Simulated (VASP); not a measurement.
Runs of VASP 6.6.1 on CdS (Greenockite). The structure is that of space group P6_3mc (No. 186), or close to it. The cells are those of the table. 

| potentials or basis | cell | cutoff (eV) | second run | gap on the mesh (eV) | pressure (GPa) |
| --- | --- | --- | --- | --- | --- |
| VASP PAW LDA potentials, release 64 (Cd_sv_GW, S) | a = 3.956, b = 3.956, c = 6.464 Å, angles 90.0, 90.0, 120.0°, 4 atoms | 540 | valence_matched | (b) | (a) |
| VASP PAW LDA potentials, release 64 (Cd, S) | a = 4.002, b = 4.002, c = 6.528 Å, angles 90.0, 90.0, 120.0°, 4 atoms | 520 | - | 1.17 | 4.7 |
| VASP PAW LDA potentials, release 64 (Cd, S) | a = 3.956, b = 3.956, c = 6.464 Å, angles 90.0, 90.0, 120.0°, 4 atoms | 520 | - | 1.24 | 7.8 |
| VASP PAW LDA potentials, release 64 (Cd, S) | a = 4.036, b = 4.036, c = 6.577 Å, angles 90.0, 90.0, 120.0°, 4 atoms | 520 | - | (c) | 2.6 |
| VASP PAW LDA potentials, release 64 (Cd, S) | a = 3.915, b = 3.915, c = 6.414 Å, angles 90.0, 90.0, 120.0°, 4 atoms | 520 | - | 1.29 | 10.9 |

Alike in all rows: task single point; level LDA; no spin polarisation; k mesh 6 × 6 × 4; smearing gaussian 0.01 eV.

**Question.** Estimate the missing entries.

**Answer.** (a) 6.0; (b) 1.22; (c) 1.12.

A k mesh can miss the band edges, and the runs leave out spin-orbit coupling on Cd.

The runs don't all hold the same shells in valence.
